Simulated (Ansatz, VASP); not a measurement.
# GaN in VASP and in Ansatz

```
CELL_PARAMETERS angstrom
0.00000 2.27527 2.27527
2.27527 0.00000 2.27527
2.27527 2.27527 0.00000
ATOMIC_POSITIONS crystal
Ga 0.00000 0.00000 0.00000
N 0.75000 0.75000 0.75000
```

Alike in both runs: task single point; functional PBE; k mesh 10 × 10 × 10; occupations gaussian, width 0.02 eV; no spin polarisation.

|  | VASP | Ansatz |
| --- | --- | --- |
| version | VASP 6.6.1 | Ansatz 0.2.0 |
| potentials or method | VASP PAW PBE potentials, release 64 (Ga_d, N) | scalar-relativistic, plane waves |
| plane-wave cutoff (eV) | 600 | 1240 |
| valence electrons in the cell | 18 | 18 |

```csv
,VASP,Ansatz,Ansatz less VASP
gap on the k mesh at the Fermi level (eV),1.54,1.55,+0.014
least direct gap on the mesh (eV),1.54,1.55,+0.014
pressure (GPa),-0.3,0.0,+0.29
```

With one functional, cell and mesh, what is left measures potentials, basis and numerics.
